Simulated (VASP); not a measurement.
# Rh (P6_3/mmc) in VASP: further runs, part 2 of 2

VASP 6.6.1. Earlier steps stand in the parts before.

## Step 5: Single point, PBEsol

This run uses another cell than the first one, of 14.53 Å³/atom, 1.015 times its volume.

INCAR reads:

```
PREC = Accurate
ENCUT = 520
EDIFF = 1E-6
ISMEAR = 0
SIGMA = 0.15
LREAL = False
LASPH = True
NELM = 60
ALGO = Fast
ISIF = 2
LWAVE = False
LCHARG = False
GGA = PS
NBANDS = 38
```

KPOINTS reads:

```
Automatic mesh
0
Gamma
  18 18 6
```

POSCAR reads:

```
Rh
1.0
    2.7023000000      0.0000000000      0.0000000000
   -1.3511500000      2.3402604486      0.0000000000
    0.0000000000      0.0000000000      9.1930000000
Rh
4
Direct
    0.0000000000      0.0000000000      0.0000000000
    0.3333333333      0.6666666667      0.2500000000
    0.0000000000      0.0000000000      0.5000000000
    0.6666666667      0.3333333333      0.7500000000
```

Potentials or basis: VASP PAW PBE potentials, release 64 (Rh_pv).

Run with:

```
> cat potpaw_PBE.64/Rh_pv/POTCAR > POTCAR
> mpirun -np 1 vasp_std > vasp.out
```

OUTCAR:

```text
PREC = Accurate
   ENCUT = 520
   EDIFF = 1E-6
   ISMEAR = 0
   LREAL = False
   LASPH = True
   NELM = 60
   ISIF = 2
   GGA = PS

 ion  position               nearest neighbor table
   1  0.000  0.000  0.000-   2 2.78   4 2.78   2 2.78   4 2.78   4 2.78   2 2.78
   2  0.333  0.667  0.250-   1 2.78   3 2.78   1 2.78   3 2.78   1 2.78   3 2.78
   3  0.000  0.000  0.500-   2 2.78   4 2.78   2 2.78   4 2.78   4 2.78   2 2.78
   4  0.667  0.333  0.750-   1 2.78   3 2.78   1 2.78   3 2.78   1 2.78   3 2.78

  LATTYP: Found a hexagonal cell.
 ALAT       =     2.7023000000
 C/A-ratio  =     3.4019168856

  Lattice vectors:

 A1 = (   2.7023000000,   0.0000000000,   0.0000000000)
 A2 = (  -1.3511500000,   2.3402604486,   0.0000000000)
 A3 = (   0.0000000000,   0.0000000000,   9.1930000000)

Analysis of symmetry for initial positions (statically):
=====================================================================
 Subroutine PRICEL returns:
 Original cell was already a primitive cell.

 Routine SETGRP: Setting up the symmetry group for a
 hexagonal supercell.

 Subroutine GETGRP returns: Found 24 space group operations
 (whereof 12 operations were pure point group operations)
 out of a pool of 24 trial point group operations.

The static configuration has the point symmetry D_3d.
 The point group associated with its full space group is D_6h.

Analysis of symmetry for dynamics (positions and initial velocities):
=====================================================================
 Subroutine PRICEL returns:
 Original cell was already a primitive cell.

 Routine SETGRP: Setting up the symmetry group for a
 hexagonal supercell.

 Subroutine GETGRP returns: Found 24 space group operations
 (whereof 12 operations were pure point group operations)
 out of a pool of 24 trial point group operations.

The dynamic configuration has the point symmetry D_3d.
[... 116 lines left out ...]
   NUPDOWN=      -1.0000    fix difference up-down
   EMIN   =  10.00;   EMAX   =-10.00  energy-range for DOS
   EFERMI =   0.00;   METHOD = LEGACY
   ISMEAR =     0;   SIGMA  =   0.15  broadening in eV -4-tet -1-fermi 0-gaus
   EFERMI_NEDOS =   21; number of points for ismear=-14 and -15
   IALGO  =     68    algorithm
   IMIX   =      4    mixing-type and parameters
     AMIX     =   0.40;   BMIX     =  1.00
     AMIX_MAG =   1.60;   BMIX_MAG =  1.00
  volume/ion in A,a.u.               =      14.53        98.08
  Fermi-wavevector in a.u.,A,eV,Ry     =   1.654399  3.126361 37.239634  2.737036
  Thomas-Fermi vector in A             =   2.742673
   LORBIT       =      0    0 simple, 1 ext, 2 COOP (PROOUT), +10 PAW based schemes
   GGA     = PS    functional components
   LHFCALC =     F    Hartree Fock is set to
   AEXX    =    0.0000 exact exchange contribution
   IVDW    =     0    specifies the selected vdW correction
   LEPSILON=     F    determine dielectric tensor
   LRPA    =     F    only Hartree local field effects (RPA)
 non-spin polarized calculation
 RMM-DIIS sequential band-by-band and
 Gauss-broadening in eV      SIGMA  =   0.15
  energy-cutoff  :      520.00
  volume of cell :       58.14
 maximum number of plane-waves:      1593
 NGX is ok and might be reduce to    20
   NGX =  9   NGY =  9   NGZ = 35

 number of electron      59.9999987 magnetization

 Free energy of the ion-electron system (eV)
  ---------------------------------------------------
  ext. energy  EPLUGINS =         0.00000000
  ---------------------------------------------------
  free energy    TOTEN  =       -32.20721953 eV

  energy without entropy =      -32.13760235  energy(sigma->0) =      -32.17241094

 E-fermi :  10.7769     XC(G=0): -13.8605

 val. band max:       10.7756660965   @ k =   0.1667   0.1111   0.0000
 cond. band min:      10.7880146094   @ k =   0.3333   0.0556   0.3333
 fundamental gap:      0.0123485129
 Fermi energy:        10.7768519256

 k-point     1 :       0.0000    0.0000    0.0000
  band No.  band energies     occupation
      1     -36.0125      2.00000
      2     -35.7489      2.00000
      3     -35.7410      2.00000
      4     -35.5340      2.00000
      5     -35.5340      2.00000
      6     -35.5065      2.00000
[... 973 lines left out ...]
     37      19.7594      0.00000
     38      19.8357      0.00000

 [... further k-points ...]
[... 5 lines left out ...]
  --------------------------------------------------------------------------------------
  -------------------------------------------------------------------------------------
  Total       -4.7528930     -4.7528930     -9.0189223     -0.0000000      0.0000000     -0.0000000
  in kB     -130.9826005   -130.9826005   -248.5479668     -0.0000000      0.0000000     -0.0000000
  external PRESSURE =    -170.1710560 kB  Pullay stress =       0.0000000 kB

 VOLUME and BASIS-vectors are now :
 -----------------------------------------------------------------------------
  energy-cutoff  :      520.00
  volume of cell :       58.14
      direct lattice vectors                 reciprocal lattice vectors
     2.702300000  0.000000000  0.000000000     0.370055138  0.213651434  0.000000000
    -1.351150000  2.340260449  0.000000000     0.000000000  0.427302867  0.000000000
     0.000000000  0.000000000  9.193000000     0.000000000  0.000000000  0.108778418

 POSITION                                       TOTAL-FORCE (eV/Angst)
 -----------------------------------------------------------------------------------
      0.00000      0.00000      0.00000        -0.000000     -0.000000      0.000000
     -0.00000      1.56017      2.29825        -0.000000      0.000000     -0.000000
      0.00000      0.00000      4.59650        -0.000000     -0.000000      0.000000
      1.35115      0.78009      6.89475         0.000000     -0.000000      0.000000
 -----------------------------------------------------------------------------------
    total drift:                                0.000000     -0.000000      0.000000

  FREE ENERGIE OF THE ION-ELECTRON SYSTEM (eV)
  ---------------------------------------------------
  free  energy   TOTEN  =       -32.2072195273 eV

  energy  without entropy=      -32.1376023540  energy(sigma->0) =      -32.17241094
```

OSZICAR:

```text
N       E                     dE             d eps       ncg     rms          rms(c)
DAV:   1     0.758731385808E+03    0.75873E+03   -0.36778E+04 11448   0.181E+03
DAV:   2    -0.101603192321E+02   -0.76889E+03   -0.74791E+03 11806   0.566E+02
DAV:   3    -0.345136961220E+02   -0.24353E+02   -0.23644E+02 12274   0.109E+02
DAV:   4    -0.347515713394E+02   -0.23788E+00   -0.23769E+00 12354   0.109E+01
DAV:   5    -0.347555779872E+02   -0.40066E-02   -0.40065E-02 12464   0.144E+00    0.194E+01
RMM:   6    -0.322590157141E+02    0.24966E+01   -0.78301E+00 11262   0.184E+01    0.569E+00
RMM:   7    -0.322261365674E+02    0.32879E-01   -0.53178E-01 11494   0.351E+00    0.263E+00
RMM:   8    -0.323041213638E+02   -0.77985E-01   -0.14744E-01 11704   0.231E+00    0.302E+00
RMM:   9    -0.322119296816E+02    0.92192E-01   -0.74256E-02 11606   0.181E+00    0.801E-01
RMM:  10    -0.322071237220E+02    0.48060E-02   -0.15621E-02 11887   0.871E-01    0.361E-02
RMM:  11    -0.322072141443E+02   -0.90422E-04   -0.92299E-04 11994   0.185E-01    0.235E-02
RMM:  12    -0.322072182710E+02   -0.41267E-05   -0.97424E-05 12640   0.797E-02    0.778E-03
RMM:  13    -0.322072192697E+02   -0.99872E-06   -0.24795E-05 13148   0.352E-02    0.436E-03
RMM:  14    -0.322072195273E+02   -0.25762E-06   -0.34742E-06  7961   0.119E-02
   1 F= -.32207220E+02 E0= -.32172411E+02  d E =-.696172E-01
```

Wall time 4.1 min (1 thread of Intel Xeon 6975P-C, shared host); peak memory 0.33 GiB.

Results:

```
Free energy            : -32.2072 eV
Pressure               : -17.0 GPa
Band gap on the k mesh : zero (band 30 reaches 11.54 eV, above the bottom of band 31 at 9.70 eV)
```

Stress tensor (GPa, compression positive):
```
-13.10   0.00   0.00
  0.00 -13.10   0.00
  0.00   0.00 -24.85
```

Caveat: the PAW data sets were made with another functional, which shifts forces and pressure a little.

## Step 6: Summary

| cell | further INCAR settings | gap on the mesh (eV) | pressure (GPa) |
| --- | --- | --- | --- |
| a = 2.649, b = 2.649, c = 9.426 Å, angles 90.0, 90.0, 120.0°, 4 atoms | ALGO = Fast; EDIFF = 1e-07; NBANDS = 38 | none | -12.0 |
| a = 2.756, b = 2.756, c = 8.728 Å, angles 90.0, 90.0, 120.0°, 4 atoms | ALGO = Fast; EDIFF = 1e-06; NBANDS = 38 | none | -14.6 |
| a = 2.729, b = 2.729, c = 8.960 Å, angles 90.0, 90.0, 120.0°, 4 atoms | ALGO = Fast; EDIFF = 1e-06; NBANDS = 38 | none | -16.3 |
| a = 2.702, b = 2.702, c = 9.193 Å, angles 90.0, 90.0, 120.0°, 4 atoms | ALGO = Fast; EDIFF = 1e-06; NBANDS = 38 | none | -17.0 |

Alike in all rows: task single point; level PBEsol; potentials or basis VASP PAW PBE potentials, release 64 (Rh_pv); no spin polarisation; k mesh 18 × 18 × 6; cutoff (eV) 520; smearing gaussian 0.15 eV.

Caveats: the PAW data sets were made with another functional, which shifts forces and pressure a little.

Absolute energies hang on the potentials; compare differences alone.
